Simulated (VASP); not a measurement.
Here is a VASP 6.6.1 calculation.

File INCAR:

```
SYSTEM = Al3Ni5
PREC = Accurate
ENCUT = 520
EDIFF = 1E-7
ISMEAR = 0
SIGMA = 0.15
LREAL = .FALSE.
LASPH = .TRUE.
NELM = 100
ALGO = Fast
ISIF = 2
LWAVE = .FALSE.
LCHARG = .TRUE.
GGA = PS
LELF = .TRUE.
LVHAR = .TRUE.
NBANDS = 40
```

File KPOINTS:

```
regular mesh
0
G
  8 8 10
  0 0 0
```

File POSCAR:

```
Al3Ni5
1.0
    3.1286656596     -3.5073407196      0.0000000000
    3.1286656596      3.5073407196      0.0000000000
    0.0000000000      0.0000000000      3.8133634330
Al Ni
3 5
Direct
    0.5000000000      0.5000000000      0.0000000000
    0.7796888788      0.2203111212      0.5000000000
    0.2203111212      0.7796888788      0.5000000000
    0.0000000000      0.0000000000      0.0000000000
    0.0000000000      0.5000000000      0.0000000000
    0.5000000000      0.0000000000      0.0000000000
    0.2762373070      0.2762373070      0.5000000000
    0.7237626930      0.7237626930      0.5000000000
```

Potentials or basis: VASP PAW PBE potentials, release 64 (Al, Ni).

Command:

```sh
$ cat potpaw_PBE.64/Al/POTCAR potpaw_PBE.64/Ni/POTCAR > POTCAR
$ mpirun -np 1 vasp_std > vasp.out
```

Task: What does it give for the largest force?

Result: 0.390 eV/Å.

Task: What does it give for the pressure?

Result: 18.0 GPa.

Task: Predict the band gap on the k mesh.

Result: Zero (an odd number of electrons rules out a gap without spin polarisation).

Stress tensor (GPa, compression positive):
```
21.48  0.00  0.00
 0.00 25.44  0.00
 0.00  0.00  6.93
```

Caveat: the cell differs from its parent crystal (strain -0.050 along x and y, +0.025 along z); the stress differs along the axes, from 7 to 25 GPa; the PAW data sets were made with another functional, which shifts forces and pressure a little. Spin polarisation is off, so any magnetic state and its effect on volume and gap are missing.
